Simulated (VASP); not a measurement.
# Cu3O2 (I4/mmm) in VASP: a series of runs

Runs on Cu3O2. Level: PBE. Tasks: single point.

All numbers are computed with VASP 6.6.1; they aren't measurements. Logs are shortened: lines on timing, memory, paths and dates and some standing lists are left out, and cuts for length are marked.

### Step 1. The cell of the first run

Symmetry: I4/mmm, No. 139, tetragonal system. The conventional cell has a = 4.067 Å, b = 4.067 Å, c = 7.341 Å, α = 90.00°, β = 90.00°, γ = 90.00°. Cu (site symmetry -4m2) has 2 O at 1.84 Å within 2.4 Å. Cu (site symmetry 4/mmm) has 4 O at 2.03 Å and 8 Cu at 2.74 Å within 2.8 Å. Within 2.4 Å of O (site symmetry mmm) lie 4 Cu at 1.84 to 2.03 Å.

### Step 2. Single point, PBE

INCAR reads:

```
  ALGO = Normal
  EDIFF = 1E-7
  ENCUT = 520
  GGA = PE
  ISIF = 2
  ISMEAR = 0
  LASPH = T
  LCHARG = T
  LELF = T
  LREAL = F
  LVHAR = T
  LWAVE = F
  NBANDS = 30
  NELM = 100
  PREC = Accurate
  SIGMA = 0.1
```

KPOINTS reads:

```
k-points
0
Gamma
  12 12 12
```

POSCAR reads:

```
Cu3O2
1.0
   -2.0333354239      2.0333354239      3.6707248221
    2.0333354239     -2.0333354239      3.6707248221
    2.0333354239      2.0333354239     -3.6707248221
Cu O
3 2
Direct
    0.2500000000      0.7500000000      0.5000000000
    0.7500000000      0.2500000000      0.5000000000
    0.0000000000      0.0000000000      0.0000000000
    0.0000000000      0.5000000000      0.5000000000
    0.5000000000      0.0000000000      0.5000000000
```

Potentials or basis: VASP PAW PBE potentials, release 64 (Cu, O).

On the command line:

```
$ cat potpaw_PBE.64/Cu/POTCAR potpaw_PBE.64/O/POTCAR > POTCAR
$ mpirun -np 1 vasp_std > vasp.out
```

OUTCAR:

```text
EDIFF = 1E-7
   ENCUT = 520
   GGA = PE
   ISIF = 2
   ISMEAR = 0
   LASPH = T
   LREAL = F
   NELM = 100
   PREC = Accurate

 ion  position               nearest neighbor table
   1  0.250  0.750  0.500-   4 1.84   5 1.84   3 2.74   3 2.74   3 2.74   3 2.74
   2  0.750  0.250  0.500-   4 1.84   5 1.84   3 2.74   3 2.74   3 2.74   3 2.74
   3  0.000  0.000  0.000-   4 2.03   5 2.03   4 2.03   5 2.03   2 2.74   1 2.74   1 2.74   2 2.74
                             2 2.74   1 2.74   1 2.74   2 2.74
   4  0.000  0.500  0.500-   1 1.84   2 1.84   3 2.03   3 2.03
   5  0.500  0.000  0.500-   1 1.84   2 1.84   3 2.03   3 2.03

  LATTYP: Found a body centered tetragonal cell.
 ALAT       =     4.0666708478
 C/A-ratio  =     1.8052726466

  Lattice vectors:

 A1 = (  -2.0333354239,   2.0333354239,   3.6707248221)
 A2 = (   2.0333354239,  -2.0333354239,   3.6707248221)
 A3 = (   2.0333354239,   2.0333354239,  -3.6707248221)

Analysis of symmetry for initial positions (statically):
=====================================================================
 Subroutine PRICEL returns:
 Original cell was already a primitive cell.

 Routine SETGRP: Setting up the symmetry group for a
 body centered tetragonal supercell.

 Subroutine GETGRP returns: Found 16 space group operations
 (whereof 16 operations were pure point group operations)
 out of a pool of 16 trial point group operations.

The static configuration has the point symmetry D_4h.

Analysis of symmetry for dynamics (positions and initial velocities):
=====================================================================
 Subroutine PRICEL returns:
 Original cell was already a primitive cell.

 Routine SETGRP: Setting up the symmetry group for a
 body centered tetragonal supercell.

 Subroutine GETGRP returns: Found 16 space group operations
 (whereof 16 operations were pure point group operations)
 out of a pool of 16 trial point group operations.

The dynamic configuration has the point symmetry D_4h.

 Subroutine INISYM returns: Found 16 space group operations
 (whereof 16 operations are pure point group operations),
 and found     1 'primitive' translations

----------------------------------------------------------------------------------------

                                     Primitive cell
[... 95 lines left out ...]
   ENCUT  =  520.0 eV  38.22 Ry    6.18 a.u.   8.67  8.67  8.67*2*pi/ulx,y,z
   NELM   =    100;   NELMIN=  2; NELMDL= -5     # of ELM steps
   EDIFF  = 0.1E-06   stopping-criterion for ELM
   LREAL  =      F    real-space projection
   EDIFFG = 0.1E-05   stopping-criterion for IOM
   NSW    =      0    number of steps for IOM
   IBRION =     -1    ionic relax: 0-MD 1-quasi-New 2-CG
   NFREE  =      0    steps in history (QN), initial steepest desc. (CG)
   ISIF   =      2    stress and relaxation
   ISYM   =      2    0-nonsym 1-usesym 2-fastsym
   POTIM  = 0.5000    time-step for ionic-motion
   TEBEG  =    0.0;   TEEND  =   0.0 temperature during run
   PSTRESS=    0.0 pullay stress
   NELECT =      45.0000    total number of electrons
   NUPDOWN=      -1.0000    fix difference up-down
   EMIN   =  10.00;   EMAX   =-10.00  energy-range for DOS
   EFERMI =   0.00;   METHOD = LEGACY
   ISMEAR =     0;   SIGMA  =   0.10  broadening in eV -4-tet -1-fermi 0-gaus
   EFERMI_NEDOS =   21; number of points for ismear=-14 and -15
   IALGO  =     38    algorithm
   IMIX   =      4    mixing-type and parameters
     AMIX     =   0.40;   BMIX     =  1.00
     AMIX_MAG =   1.60;   BMIX_MAG =  1.00
  volume/ion in A,a.u.               =      12.14        81.93
  Fermi-wavevector in a.u.,A,eV,Ry     =   1.481616  2.799849 29.867325  2.195186
  Thomas-Fermi vector in A             =   2.595504
   LORBIT       =      0    0 simple, 1 ext, 2 COOP (PROOUT), +10 PAW based schemes
   GGA     = PE    functional components
   LHFCALC =     F    Hartree Fock is set to
   AEXX    =    0.0000 exact exchange contribution
   IVDW    =     0    specifies the selected vdW correction
   LEPSILON=     F    determine dielectric tensor
   LRPA    =     F    only Hartree local field effects (RPA)
 non-spin polarized calculation
 Gauss-broadening in eV      SIGMA  =   0.10
  energy-cutoff  :      520.00
  volume of cell :       60.71
 maximum number of plane-waves:      1677
   NGX = 17   NGY = 17   NGZ = 17

 number of electron      45.0000012 magnetization

 Free energy of the ion-electron system (eV)
  ---------------------------------------------------
  ext. energy  EPLUGINS =         0.00000000
  ---------------------------------------------------
  free energy    TOTEN  =       -22.70606588 eV

  energy without entropy =      -22.69599222  energy(sigma->0) =      -22.70102905

 E-fermi :   4.2648     XC(G=0): -11.1149

 val. band max:        4.2483074514   @ k =  -0.3333  -0.4167   0.1667
 cond. band min:       4.2731137855   @ k =  -0.2500   0.3333   0.0833
 fundamental gap:      0.0248063342
 Fermi energy:         4.2648239598

 k-point     1 :       0.0000    0.0000    0.0000
  band No.  band energies     occupation
      1     -14.8127      2.00000
      2     -13.6188      2.00000
      3      -2.2619      2.00000
      4      -1.2205      2.00000
      5      -1.2205      2.00000
      6      -0.6534      2.00000
[... 781 lines left out ...]
     29      14.0680      0.00000
     30      16.1896      0.00000

 [... further k-points ...]

------------------------ aborting loop because EDIFF is reached ----------------------------------------

  FORCE on cell =-STRESS in cart. coord.  units (eV):
  Direction    XX          YY          ZZ          XY          YZ          ZX
  --------------------------------------------------------------------------------------
  -------------------------------------------------------------------------------------
  Total        0.1264152      0.1264152      0.5659795      0.0000000     -0.0000000      0.0000000
  in kB        3.3364149      3.3364149     14.9376209      0.0000000     -0.0000000      0.0000000
  external PRESSURE =       7.2034836 kB  Pullay stress =       0.0000000 kB

 VOLUME and BASIS-vectors are now :
 -----------------------------------------------------------------------------
  energy-cutoff  :      520.00
  volume of cell :       60.71
      direct lattice vectors                 reciprocal lattice vectors
    -2.033335424  2.033335424  3.670724822     0.000000000  0.245901387  0.136212880
     2.033335424 -2.033335424  3.670724822     0.245901387  0.000000000  0.136212880
     2.033335424  2.033335424 -3.670724822     0.245901387  0.245901387  0.000000000

 POSITION                                       TOTAL-FORCE (eV/Angst)
 -----------------------------------------------------------------------------------
      2.03334      0.00000      1.83536         0.000000     -0.000000     -0.000000
      0.00000      2.03334      1.83536        -0.000000      0.000000     -0.000000
      0.00000      0.00000      0.00000        -0.000000     -0.000000      0.000000
      2.03334      0.00000      0.00000        -0.000000     -0.000000      0.000000
      0.00000      2.03334      0.00000        -0.000000     -0.000000      0.000000
 -----------------------------------------------------------------------------------
    total drift:                                0.000000      0.000000      0.000000

  FREE ENERGIE OF THE ION-ELECTRON SYSTEM (eV)
  ---------------------------------------------------
  free  energy   TOTEN  =       -22.7060658789 eV

  energy  without entropy=      -22.6959922186  energy(sigma->0) =      -22.70102905
```

Wall time 5.2 min (1 thread of Intel Xeon Platinum 8488C (Sapphire Rapids), shared host); peak memory 0.37 GiB.

Results:

```yaml
Free_energy: -22.7061 eV
Pressure: 0.7 GPa
Band_gap_on_the_k_mesh: zero (an odd number of electrons rules out a gap without spin polarisation)
```

Levels at points of the mesh, in eV from the Fermi level:
```csv
k point,band 20,band 21,band 22,band 23,band 24,band 25,band 26,band 27
"(0.00, 0.00, 0.00)",-1.47,-0.75,-0.75,0.39,0.48,5.19,5.19,6.93
"(0.50, 0.00, 0.00)",-1.28,-0.88,-0.56,-0.21,2.87,3.23,8.08,8.15
"(0.50, 0.50, 0.00)",-0.45,-0.44,-0.23,0.61,1.22,3.62,3.66,7.62
"(0.50, 0.50, 0.50)",-1.47,-1.25,-0.28,-0.28,3.24,4.67,6.31,6.31
```

Caveat: an odd number of electrons without spin polarisation forces a metal; a magnetic or distorted state may lie lower.

### Step 3. Single point, PBE

INCAR reads:

```
SYSTEM = Cu3O2
  PREC = Accurate
  ENCUT = 520
  EDIFF = 1E-6
  ISMEAR = 0
  SIGMA = 0.15
  LREAL = .False.
  LASPH = .True.
  NELM = 80
  ALGO = Normal
  ISIF = 2
  LWAVE = .False.
  LCHARG = .False.
  GGA = PE
  NBANDS = 30
```

KPOINTS reads:

```
Automatic mesh
0
Gamma
  14 14 14
  0 0 0
```

POSCAR is that of step 2.

Potentials or basis: VASP PAW PBE potentials, release 64 (Cu, O).

On the command line:

```
$ cat potpaw_PBE.64/Cu/POTCAR potpaw_PBE.64/O/POTCAR > POTCAR
$ mpirun -np 1 vasp_std > vasp.out
```

It took 7.1 min on 1 thread of Intel Xeon Platinum 8488C (Sapphire Rapids), shared host; peak memory 0.47 GiB.

Results (log left out):

| Item | Value |
| --- | --- |
| Free energy | -22.7127 eV |
| Pressure | 0.8 GPa |
| Band gap on the k mesh | zero (an odd number of electrons rules out a gap without spin polarisation) |

Stress tensor (GPa, compression positive):
```
0.40 0.00 0.00
0.00 0.40 0.00
0.00 0.00 1.48
```

Levels at points of the mesh, in eV from the Fermi level:
```tsv
k point	band 20	band 21	band 22	band 23	band 24	band 25	band 26	band 27
(0.00, 0.00, 0.00)	-1.48	-0.76	-0.76	0.38	0.48	5.18	5.18	6.92
(0.50, 0.00, 0.00)	-1.29	-0.88	-0.56	-0.22	2.86	3.23	8.07	8.14
(0.50, 0.50, 0.00)	-0.46	-0.44	-0.24	0.60	1.22	3.61	3.66	7.61
(0.50, 0.50, 0.50)	-1.48	-1.26	-0.29	-0.29	3.23	4.66	6.30	6.30
```

Caveat: an odd number of electrons without spin polarisation forces a metal; a magnetic or distorted state may lie lower.
